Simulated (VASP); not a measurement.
A run of VASP 6.6.1:

The input INCAR:

```
  PREC = Accurate
  ENCUT = 750
  EDIFF = 1E-7
  ISMEAR = 0
  SIGMA = 0.1
  LREAL = F
  LASPH = T
  NELM = 120
  ALGO = Normal
  ISIF = 3
  LWAVE = F
  LCHARG = F
  IBRION = 2
  NSW = 100
  EDIFFG = -0.05
  GGA_COMPAT = F
  NELMIN = 4
```

KPOINTS

```
regular mesh
0
Gamma
  8 8 8
```

Contents of POSCAR:

```
MgO
1.0
    0.0000000000      2.1245000000      2.1245000000
    2.1245000000      0.0000000000      2.1245000000
    2.1245000000      2.1245000000      0.0000000000
Mg O
1 1
Direct
    0.0000000000      0.0000000000      0.0000000000
    0.5000000000      0.5000000000      0.5000000000
```

Potentials or basis: VASP PAW LDA potentials, release 64 (Mg_sv, O).

The run is started by

```sh
$ cat potpaw_LDA.64/Mg_sv/POTCAR potpaw_LDA.64/O/POTCAR > POTCAR
$ mpirun -np 1 vasp_std > vasp.out
```

Hardware: 1 thread of AMD EPYC 7R43 64-Core Processor (Zen 3), on a shared host.

Question: How long does it take, and how much memory?

Answer: It took 34 s on 1 thread of AMD EPYC 7R43 64-Core Processor (Zen 3), on a shared host, peak memory 0.11 GiB. Counts: scf iterations 30, k points 29, ion steps 3.
